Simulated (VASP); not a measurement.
Crystal: HfO2.

```xyz
3
Lattice="0.0000 2.5292 2.5292 2.5292 0.0000 2.5292 2.5292 2.5292 0.0000" Properties=species:S:1:pos:R:3 pbc="T T T"
Hf    0.0000    0.0000    0.0000
O     1.2646    1.2646    1.2646
O     3.7938    3.7938    3.7938
```

Base run:

| Item | Value |
| --- | --- |
| Program | VASP 6.6.1 |
| Functional | PBE0 |
| Potentials or basis | VASP PAW PBE potentials, release 64 (Hf_pv, O) |
| Cutoff | 520 eV |
| k mesh | 6 × 6 × 6 |
| Occupations | gaussian, width 0.01 eV |
| Spin | no spin polarisation |

Its results: band gap on the k mesh 6.12 eV; pressure -5.2 GPa.

**Question.** The run is repeated on the same cell with these changes: functional from PBE0 to PBE; cutoff from 520 eV to 600 eV. What comes out?

**Answer.** Band gap on the k mesh 3.82 eV; pressure 1.9 GPa.

Caveats: spin-orbit coupling is left out, which moves the levels of the heavy elements; the cell stands under tension (at least some runs); the PAW data sets were made with another functional, which shifts forces and pressure a little (at least some runs).

A k mesh can miss the band edges.
